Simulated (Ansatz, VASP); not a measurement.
**Ag: VASP beside Ansatz**

The input INCAR:

```
SYSTEM = Ag
PREC     = Accurate       ! precision mode
ENCUT    = 520            ! plane-wave cutoff, eV
EDIFF    = 1E-7           ! SCF threshold, eV
ISMEAR   = 0              ! smearing method
SIGMA    = 0.15           ! smearing width, eV
LREAL    = .FALSE.        ! projectors in reciprocal space
LASPH    = .TRUE.         ! aspherical terms in the spheres
NELM     = 100            ! most SCF steps
ALGO     = Fast           ! electronic algorithm
ISIF     = 2              ! what is computed and relaxed
LWAVE    = .FALSE.        ! write WAVECAR
LCHARG   = .TRUE.         ! write CHGCAR
GGA      = PS             ! functional
LELF     = .TRUE.         ! ELF
LVHAR    = .TRUE.       
NBANDS   = 12             ! bands
```

The input KPOINTS:

```
regular mesh
0
G
  20 20 20
  0 0 0
```

The input POSCAR:

```
Ag
1.0
    0.0000000000      2.1452550000      1.9409450000
    2.1452550000      0.0000000000      1.9409450000
    2.1452550000      2.1452550000      0.0000000000
Ag
1
Direct
    0.0000000000      0.0000000000      0.0000000000
```

Input for Ansatz:

```yaml
crystal:
  lattice:
    - [0.0, 2.145255, 1.940945]
    - [2.145255, 0.0, 1.940945]
    - [2.145255, 2.145255, 0.0]
  atoms:
    - { symbol: Ag, position: [0.0, 0.0, 0.0] }
basis:
  ecutwfc: 420
kpoints:
  mp_grid: { grid: [20, 20, 20] }
hamiltonian:
  xc: pbesol
scf:
  occupations: { method: gaussian, width: 0.15 }
output:
  forces: true
  stress: true
  eigenvalues: true
```

Change from the starting cell: strain +0.050 along x and y, -0.050 along z, atoms carried along.

Alike in both runs: task single point; functional PBEsol; k mesh 20 × 20 × 20; occupations gaussian, width 0.15 eV; no spin polarisation.

|  | VASP | Ansatz |
| --- | --- | --- |
| version | VASP 6.6.1 | Ansatz 0.2.0 |
| potentials or method | VASP PAW PBE potentials, release 64 (Ag), cutoff 520 eV | scalar-relativistic, plane waves, PAW |
| valence electrons in the cell | 11 | 19 |

|  | VASP | Ansatz | Ansatz less VASP |
| --- | --- | --- | --- |
| gap on the k mesh at the Fermi level (eV) | none | none | - |
| pressure (GPa) | -6.7 | -6.6 | +0.13 |
| traceless stress, the component that is largest in VASP (GPa) | 1.44 | 1.45 | +0.011 |

VASP's potentials were made for PBE, not for PBEsol. A gap of «none» marks a metal or a gap that the smearing closes. VASP's potentials hold 11 valence electrons a cell and Ansatz's 19, so a difference there can come from the potentials and not from the codes.
